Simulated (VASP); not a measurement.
A run of VASP 6.6.1 is set up as follows.

INCAR

```
SYSTEM = Hg
PREC = Accurate ; ENCUT = 520
EDIFF = 1E-6 ; ISMEAR = -1
SIGMA = 0.1 ; LREAL = .FALSE.
LASPH = .TRUE. ; NELM = 100
ALGO = Normal ; ISIF = 2
LWAVE = .FALSE. ; LCHARG = .FALSE.
GGA = PS ; NBANDS = 32
```

Contents of KPOINTS:

```
Automatic mesh
0
G
  13 13 4
  0 0 0
```

Contents of POSCAR:

```
Hg
1.0
    3.1896763061      0.0000000000      0.0000000000
   -1.5948381531      2.7623407110      0.0000000000
    0.0000000000      0.0000000000     10.6582539711
Hg
4
Direct
    0.0000000000      1.0000000000      1.0000000000
    0.0000000000      1.0000000000      0.5000000000
    0.3333333333      0.6666666667      0.2500000000
    0.6666666667      0.3333333333      0.7500000000
```

Potentials or basis: VASP PAW PBE potentials, release 64 (Hg).

The run is started by

```console
$ cat potpaw_PBE.64/Hg/POTCAR > POTCAR
$ mpirun -np 1 vasp_std > vasp.out
```

Problem. What does it give for the band gap on the k mesh?

Solution. Zero (band 24 reaches 2.65 eV, above the bottom of band 25 at 0.80 eV).

Problem. Predict the pressure.

Solution. 0.5 GPa.

Stress tensor (GPa, compression positive):
```
0.74 0.00 0.00
0.00 0.74 0.00
0.00 0.00 0.11
```

Caveat: the PAW data sets were made with another functional, which shifts forces and pressure a little; spin-orbit coupling is left out, which moves the levels of the heavy elements.
